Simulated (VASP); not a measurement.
# NaIr2 (P4_2/nmc) in VASP: relaxation of cell and atoms with PBE

Aim: the relaxation of cell and atoms of NaIr2 with PBE.

Program: VASP 6.6.1. These are calculated values, not measurements. Logs are shortened: lines on timing, memory, paths and dates and some standing lists are left out, and cuts for length are marked.

**1. The cell of the first run**

It takes space group P4_2/nmc (No. 137, tetragonal). The conventional cell has a = 4.132 Å, b = 4.132 Å, c = 5.949 Å, α = 90.00°, β = 90.00°, γ = 90.00°. Within 3.2 Å of Na (site symmetry -4m2) lie 8 Ir at 2.39 to 2.72 Å. Ir (site symmetry 2mm) has 4 Na at 2.39 to 2.72 Å and 6 Ir at 2.97 Å within 3.2 Å.

**2. Relaxation of cell and atoms, PBE**

Contents of INCAR:

```
SYSTEM = NaIr2
ALGO = Normal ; EDIFF = 1E-7
EDIFFG = -0.04 ; ENCUT = 600
GGA = PE ; IBRION = 2
ISIF = 3 ; ISMEAR = 0
LASPH = .TRUE. ; LCHARG = .FALSE.
LREAL = .FALSE. ; LWAVE = .FALSE.
NELM = 60 ; NSW = 90
PREC = Accurate ; SIGMA = 0.1
```

Contents of KPOINTS:

```
k-points
0
G
  4 4 4
  0 0 0
```

Contents of POSCAR:

```
NaIr2
1.0
    4.1320738899      0.0000000000      0.0000000000
    0.0000000000      4.1320738899      0.0000000000
    0.0000000000      0.0000000000      5.9485961258
Na Ir
2 4
Direct
    0.0000000000      0.0000000000      0.0000000000
    0.5000000000      0.5000000000      0.5000000000
    0.0000000000      0.5000000000      0.2030000000
    0.0000000000      0.5000000000      0.7030000000
    0.5000000000      0.0000000000      0.2970000000
    0.5000000000      0.0000000000      0.7970000000
```

Potentials or basis: VASP PAW PBE potentials, release 64 (Na_pv, Ir).

Started as:

```sh
cat potpaw_PBE.64/Na_pv/POTCAR potpaw_PBE.64/Ir/POTCAR > POTCAR
mpirun -np 1 vasp_std > vasp.out
```

OUTCAR:

```text
SYSTEM = NaIr2
   EDIFF = 1E-7
   EDIFFG = -0.04
   ENCUT = 600
   GGA = PE
   IBRION = 2
   ISIF = 3
   ISMEAR = 0
   LASPH = .TRUE.
   LREAL = .FALSE.
   NELM = 60
   NSW = 90
   PREC = Accurate

 ion  position               nearest neighbor table
   1  0.000  0.000  0.000-   3 2.39   6 2.39   3 2.39   6 2.39   5 2.72   4 2.72   5 2.72   4 2.72

   2  0.500  0.500  0.500-   4 2.39   5 2.39   5 2.39   4 2.39   3 2.72   6 2.72   3 2.72   6 2.72

   3  0.000  0.500  0.203-   1 2.39   1 2.39   2 2.72   2 2.72   4 2.97   4 2.97   5 2.97   5 2.97
                             5 2.97   5 2.97
   4  0.000  0.500  0.703-   2 2.39   2 2.39   1 2.72   1 2.72   3 2.97   3 2.97   6 2.97   6 2.97
                             6 2.97   6 2.97
   5  0.500  0.000  0.297-   2 2.39   2 2.39   1 2.72   1 2.72   6 2.97   6 2.97   3 2.97   3 2.97
                             3 2.97   3 2.97
   6  0.500  0.000  0.797-   1 2.39   1 2.39   2 2.72   2 2.72   5 2.97   5 2.97   4 2.97   4 2.97
                             4 2.97   4 2.97

  LATTYP: Found a simple tetragonal cell.
 ALAT       =     4.1320738899
 C/A-ratio  =     1.4396151386

  Lattice vectors:

 A1 = (   4.1320738899,   0.0000000000,   0.0000000000)
 A2 = (   0.0000000000,   4.1320738899,   0.0000000000)
 A3 = (   0.0000000000,   0.0000000000,   5.9485961258)

Analysis of symmetry for initial positions (statically):
=====================================================================
 Subroutine PRICEL returns:
 Original cell was already a primitive cell.

 Routine SETGRP: Setting up the symmetry group for a
 simple tetragonal supercell.

 Subroutine GETGRP returns: Found 16 space group operations
 (whereof  8 operations were pure point group operations)
 out of a pool of 16 trial point group operations.

The static configuration has the point symmetry D_2d.
 The point group associated with its full space group is D_4h.

Analysis of symmetry for dynamics (positions and initial velocities):
=====================================================================
 Subroutine PRICEL returns:
 Original cell was already a primitive cell.

 Routine SETGRP: Setting up the symmetry group for a
 simple tetragonal supercell.

 Subroutine GETGRP returns: Found 16 space group operations
 (whereof  8 operations were pure point group operations)
 out of a pool of 16 trial point group operations.

The dynamic configuration has the point symmetry D_2d.
 The point group associated with its full space group is D_4h.

 Subroutine INISYM returns: Found 16 space group operations
 (whereof  8 operations are pure point group operations),
 and found     1 'primitive' translations

----------------------------------------------------------------------------------------

                                     Primitive cell

  volume of cell :     101.5665

  direct lattice vectors                    reciprocal lattice vectors
     4.132073890  0.000000000  0.000000000     0.242009225  0.000000000  0.000000000
     0.000000000  4.132073890  0.000000000     0.000000000  0.242009225  0.000000000
     0.000000000  0.000000000  5.948596126     0.000000000  0.000000000  0.168106891

  length of vectors
     4.132073890  4.132073890  5.948596126     0.242009225  0.242009225  0.168106891

  position of ions in fractional coordinates (direct lattice)
     0.000000000  0.000000000  0.000000000
     0.500000000  0.500000000  0.500000000
     0.000000000  0.500000000  0.203000000
     0.000000000  0.500000000  0.703000000
     0.500000000  0.000000000  0.297000000
     0.500000000  0.000000000  0.797000000

  ion indices of the primitive-cell ions
   primitive index   ion index
                 1           1
                 2           2
                 3           3
                 4           4
                 5           5
                 6           6

----------------------------------------------------------------------------------------

 KPOINTS: k-points

Automatic generation of k-mesh.
 Grid dimensions read from file:
 generate k-points for:    4    4    4

 Generating k-lattice:

  Cartesian coordinates                     Fractional coordinates (reciprocal lattice)
     0.060502306  0.000000000  0.000000000     0.250000000  0.000000000  0.000000000
     0.000000000  0.060502306  0.000000000     0.000000000  0.250000000  0.000000000
     0.000000000  0.000000000  0.042026723     0.000000000  0.000000000  0.250000000

  Length of vectors
     0.060502306  0.060502306  0.042026723

  Shift w.r.t. Gamma in fractional coordinates (k-lattice)
     0.000000000  0.000000000  0.000000000

 Subroutine IBZKPT returns following result:
 ===========================================

 Found     18 irreducible k-points:

 Following reciprocal coordinates:
            Coordinates               Weight
  0.000000  0.000000  0.000000      1.000000
  0.250000  0.000000  0.000000      4.000000
  0.500000  0.000000  0.000000      2.000000
  0.250000  0.250000  0.000000      4.000000
  0.500000  0.250000  0.000000      4.000000
  0.500000  0.500000  0.000000      1.000000
[... 10 lines left out ...]
  0.500000  0.250000  0.500000      4.000000
  0.500000  0.500000  0.500000      1.000000
   k-points           NKPTS =     18   k-points in BZ     NKDIM =     18   number of bands    NBANDS=     30
   number of dos      NEDOS =    301   number of ions     NIONS =      6
   total plane-waves  NPLWV =  62208
   dimension x,y,z NGX =    36 NGY =   36 NGZ =   48
   dimension x,y,z NGXF=    72 NGYF=   72 NGZF=   96
   ions per type =               2   4
   NGX,Y,Z   is equivalent  to a cutoff of  14.48, 14.48, 13.41 a.u.
   NGXF,Y,Z  is equivalent  to a cutoff of  28.97, 28.97, 26.83 a.u.
 SYSTEM =  NaIr2
   PREC   = accura    normal or accurate (medium, high low for compatibility)
   ISTART =      0    job   : 0-new  1-cont  2-samecut
   ICHARG =      2    charge: 1-file 2-atom 10-const
   ISPIN  =      1    spin polarized calculation?
   LNONCOLLINEAR =      F non collinear calculations
   LSORBIT =      F    spin-orbit coupling
   LASPH  =      T    aspherical Exc in radial PAW
   ENCUT  =  600.0 eV  44.10 Ry    6.64 a.u.   8.25  8.25 11.88*2*pi/ulx,y,z
   NELM   =     60;   NELMIN=  2; NELMDL= -5     # of ELM steps
   EDIFF  = 0.1E-06   stopping-criterion for ELM
   LREAL  =      F    real-space projection
   EDIFFG = -.4E-01   stopping-criterion for IOM
   NSW    =     90    number of steps for IOM
   IBRION =      2    ionic relax: 0-MD 1-quasi-New 2-CG
   NFREE  =      1    steps in history (QN), initial steepest desc. (CG)
   ISIF   =      3    stress and relaxation
   ISYM   =      2    0-nonsym 1-usesym 2-fastsym
   POTIM  = 0.5000    time-step for ionic-motion
   TEBEG  =    0.0;   TEEND  =   0.0 temperature during run
   PSTRESS=    0.0 pullay stress
   NELECT =      50.0000    total number of electrons
   NUPDOWN=      -1.0000    fix difference up-down
   EMIN   =  10.00;   EMAX   =-10.00  energy-range for DOS
   EFERMI =   0.00;   METHOD = LEGACY
   ISMEAR =     0;   SIGMA  =   0.10  broadening in eV -4-tet -1-fermi 0-gaus
   EFERMI_NEDOS =   21; number of points for ismear=-14 and -15
   IALGO  =     38    algorithm
   IMIX   =      4    mixing-type and parameters
     AMIX     =   0.40;   BMIX     =  1.00
     AMIX_MAG =   1.60;   BMIX_MAG =  1.00
  volume/ion in A,a.u.               =      16.93       114.23
  Fermi-wavevector in a.u.,A,eV,Ry     =   1.292651  2.442756 22.734609  1.670947
  Thomas-Fermi vector in A             =   2.424346
   LORBIT       =      0    0 simple, 1 ext, 2 COOP (PROOUT), +10 PAW based schemes
   GGA     = PE    functional components
   LHFCALC =     F    Hartree Fock is set to
   AEXX    =    0.0000 exact exchange contribution
   IVDW    =     0    specifies the selected vdW correction
   LEPSILON=     F    determine dielectric tensor
   LRPA    =     F    only Hartree local field effects (RPA)
 conjugate gradient relaxation of ions
 non-spin polarized calculation
 Gauss-broadening in eV      SIGMA  =   0.10
  energy-cutoff  :      600.00
  volume of cell :      101.57
 maximum number of plane-waves:      3402
 NGX is ok and might be reduce to    36
   NGX = 17   NGY = 17   NGZ = 23

--------------------------------------- Ionic step        1  -------------------------------------------

 number of electron      50.0000008 magnetization

 Free energy of the ion-electron system (eV)
  ---------------------------------------------------
  ext. energy  EPLUGINS =         0.00000000
  ---------------------------------------------------
  free energy    TOTEN  =       -26.25465376 eV

  energy without entropy =      -26.19509099  energy(sigma->0) =      -26.22487237

------------------------ aborting loop because EDIFF is reached ----------------------------------------

  FORCE on cell =-STRESS in cart. coord.  units (eV):
  Direction    XX          YY          ZZ          XY          YZ          ZX
  --------------------------------------------------------------------------------------
  -------------------------------------------------------------------------------------
  Total        3.5989513      3.5989513      1.1040384      0.0000000      0.0000000      0.0000000
  in kB       56.7722239     56.7722239     17.4158271      0.0000000      0.0000000      0.0000000
  external PRESSURE =      43.6534250 kB  Pullay stress =       0.0000000 kB
[... 101 lines left out ...]
  FREE ENERGIE OF THE ION-ELECTRON SYSTEM (eV)
  ---------------------------------------------------
  free  energy   TOTEN  =       -27.1164559025 eV

  energy  without entropy=      -27.0641457530  energy(sigma->0) =      -27.09030083

 E-fermi :   3.5911     XC(G=0): -10.5936

 val. band max:        3.5908764002   @ k =   0.2500   0.2500   0.2500
 cond. band min:       3.5938410382   @ k =   0.0000   0.0000   0.2500
 fundamental gap:      0.0029646380
 Fermi energy:         3.5910869352

 k-point     1 :       0.0000    0.0000    0.0000
  band No.  band energies     occupation
      1     -18.7831      2.00000
      2     -18.7831      2.00000
      3     -18.7791      2.00000
      4     -18.7791      2.00000
      5     -18.7274      2.00000
      6     -18.7206      2.00000
[... 583 lines left out ...]
     29       4.1291      0.00000
     30       4.1291      0.00000

 E-fermi :   2.5136     XC(G=0):  -9.8567

 val. band max:        2.5113923628   @ k =   0.0000   0.0000   0.0000
 cond. band min:       2.5182447433   @ k =   0.2500   0.0000   0.5000
 fundamental gap:      0.0068523806
 Fermi energy:         2.5136477903

 k-point     1 :       0.0000    0.0000    0.0000
  band No.  band energies     occupation
      1     -19.8817      2.00000
      2     -19.8817      2.00000
      3     -19.8785      2.00000
      4     -19.8785      2.00000
      5     -19.8663      2.00000
      6     -19.8633      2.00000
[... 583 lines left out ...]
     29       2.5975      0.23541
     30       2.5975      0.23541

[... ionic steps 4 to 43 ...]

--------------------------------------- Ionic step       44  -------------------------------------------

 number of electron      49.9999946 magnetization

------------------------ aborting loop because EDIFF is reached ----------------------------------------
[... 75 lines left out ...]
--------------------------------------- Ionic step       46  -------------------------------------------

 number of electron      49.9999943 magnetization

 Free energy of the ion-electron system (eV)
  ---------------------------------------------------
  ext. energy  EPLUGINS =         0.00000000
  ---------------------------------------------------
  free energy    TOTEN  =       -29.02369349 eV

  energy without entropy =      -28.96742044  energy(sigma->0) =      -28.99555697

 E-fermi :   2.9747     XC(G=0): -10.1738

 val. band max:        2.9659433379   @ k =   0.2500   0.2500   0.2500
 cond. band min:       3.0257998390   @ k =   0.5000   0.2500   0.2500
 fundamental gap:      0.0598565011
 Fermi energy:         2.9747172522

 k-point     1 :       0.0000    0.0000    0.0000
  band No.  band energies     occupation
      1     -19.3794      2.00000
      2     -19.3794      2.00000
      3     -19.3758      2.00000
      4     -19.3758      2.00000
      5     -19.3498      2.00000
      6     -19.3455      2.00000
[... 616 lines left out ...]
  FREE ENERGIE OF THE ION-ELECTRON SYSTEM (eV)
  ---------------------------------------------------
  free  energy   TOTEN  =       -29.0236934915 eV

  energy  without entropy=      -28.9674204416  energy(sigma->0) =      -28.99555697

 reached required accuracy - stopping structural energy minimisation
```

Wall time 36 min (1 thread of Oxide Virtual Turin-like, shared host); peak memory 0.26 GiB.

Results:

```
Free energy                           : -29.0237 eV
Relaxed volume                        : 21.44 Å³/atom
Relaxed cell                          : a = 5.211 Å, b = 5.211 Å, c = 4.736 Å, α = 90.00°, β = 90.00°, γ = 90.00°
Space group after relaxing (to 0.1 Å) : I4/mmm (No. 139)
Energy gained by relaxing             : 461.5 meV/atom
Ionic steps                           : 46
Pressure after relaxing               : -0.2 GPa
Largest force after relaxing          : 0.032 eV/Å
```

Forces in eV/Å, atoms in the order of the input:
```
Na   0.000  0.000  0.000
Na   0.000  0.000  0.000
Ir   0.000  0.000 -0.032
Ir   0.000  0.000 -0.032
Ir   0.000  0.000  0.032
Ir   0.000  0.000  0.032
```

Stress tensor (GPa, compression positive):
```
-0.22  0.00  0.00
 0.00 -0.22  0.00
 0.00  0.00 -0.02
```

Step by step:
```
step  energy change (eV)  largest force (eV/Å)  pressure (GPa)  volume (Å³)
   1              0.0000                2.3401            4.37       101.57
   3             -0.8618                0.5855           -5.26       111.23
   5             -1.0531                0.1223            0.92       104.13
   7             -1.1908                0.0082           -0.43       105.98
   9             -2.0946                0.8759            6.36       111.41
  11             -2.1336                0.8321            4.17       111.10
  13             -2.1614                0.8412            4.57       112.29
  15             -2.1713                0.8364            5.20       113.54
  17             -2.2489                0.7918            3.55       115.88
  19             -2.4027                0.6164           -2.10       126.71
  21             -2.5830                0.4346            0.20       131.26
  23             -2.6016                0.3801            0.25       133.12
  25             -2.6287                0.2814           -1.50       137.73
  27             -2.6649                0.1625            0.29       137.34
  29             -2.7050                0.0326           -0.90       137.73
  31             -2.7187                0.0309           -0.80       136.35
  33             -2.7385                0.1260            0.38       131.35
  35             -2.7434                0.1660            0.04       129.93
  37             -2.7503                0.1309           -0.59       130.71
  39             -2.7519                0.1050           -1.04       131.30
  41             -2.7589                0.0699           -0.75       130.93
  43             -2.7642                0.0030           -0.16       130.21
  45             -2.7676                0.0246           -0.50       129.45
  46             -2.7690                0.0317           -0.15       128.63
```

Final structure:
```
CELL_PARAMETERS angstrom
5.21140 0.00000 0.00000
0.00000 5.21140 0.00000
0.00000 0.00000 4.73642
ATOMIC_POSITIONS crystal
Na 0.00000 0.00000 0.00000
Na 0.50000 0.50000 0.50000
Ir 0.00000 0.50000 0.25241
Ir 0.00000 0.50000 0.75241
Ir 0.50000 0.00000 0.24759
Ir 0.50000 0.00000 0.74759
```

Caveat: the k points lie up to 0.33 Å⁻¹ apart in the final cell; the volume moved by over 15 % at a fixed basis, so the end points are rough; the highest band is partly filled, so the run has too few bands; spin-orbit coupling is left out, which moves the levels of the heavy elements.
